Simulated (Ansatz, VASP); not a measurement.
**One calculation of In, two programs**

```
In
1.0
    -1.56110    1.56110    2.47395
     1.56110   -1.56110    2.47395
     1.56110    1.56110   -2.47395
In
1
Direct
  0.00000 0.00000 0.00000
```

Change from the starting cell: strain -0.040 along x and y, +0.000 along z, atoms carried along.

Alike in both runs: task single point; functional PBE; k mesh 20 × 20 × 20; occupations gaussian, width 0.15 eV; no spin polarisation.

|  | VASP | Ansatz |
| --- | --- | --- |
| version | VASP 6.6.1 | Ansatz 0.2.0 |
| potentials or method | VASP PAW PBE potentials, release 64 (In_d), cutoff 520 eV | scalar-relativistic, plane waves, PAW |
| valence electrons in the cell | 13 | 13 |

Ansatz gave:

```
gap on the k mesh at the Fermi level (eV)                     : none
pressure (GPa)                                                : 6.5
traceless stress, the component that is largest in VASP (GPa) : -0.09
```

Question: What did VASP give for the same quantities?

Answer: gap on the k mesh at the Fermi level (eV): none; pressure (GPa): 6.5; traceless stress, the component that is largest in VASP (GPa): -0.10.

A gap of «none» marks a metal or a gap that the smearing closes.
